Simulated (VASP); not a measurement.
Input of a VASP 6.6.1 run:

The input POSCAR:

```
Sr
1.0
    0.0000000000      2.9876146010      2.9876146010
    2.9876146010      0.0000000000      2.9876146010
    2.9876146010      2.9876146010      0.0000000000
Sr
1
Direct
    0.0000000000      0.0000000000      0.0000000000
```

The input INCAR.step1:

```
PREC = Accurate
ENCUT = 520
ISMEAR = 0
SIGMA = 0.1
LREAL = False
LASPH = True
NELM = 60
NBANDS = 11
GGA = PE
ALGO = Normal
EDIFF = 1E-4
LWAVE = True
LCHARG = False
```

Contents of INCAR.step2:

```
PREC = Accurate
ENCUT = 520
EDIFF = 1E-7
ISMEAR = 0
SIGMA = 0.1
LREAL = False
LASPH = True
NELM = 60
ALGO = Normal
ISIF = 2
LWAVE = False
LCHARG = False
METAGGA = R2SCAN
LMIXTAU = True
NBANDS = 11
ISTART = 1
```

The input KPOINTS:

```
Automatic mesh
0
Gamma
  12 12 12
```

Potentials or basis: VASP PAW PBE potentials, release 64 (Sr_sv).

Run with:

```console
$ cat potpaw_PBE.64/Sr_sv/POTCAR > POTCAR
$ cp INCAR.step1 INCAR
$ mpirun -np 1 vasp_std > vasp.out
$ cp INCAR.step2 INCAR
$ mpirun -np 1 vasp_std > vasp.out
```

(1) What does it give for the band gap on the k mesh?

(2) What does it give for the pressure?

## Answers

(1) zero (bands 5 and 6 overlap by 0.09 eV).

(2) 0.8 GPa.

Caveat: the PAW data sets were made with another functional, which shifts forces and pressure a little.
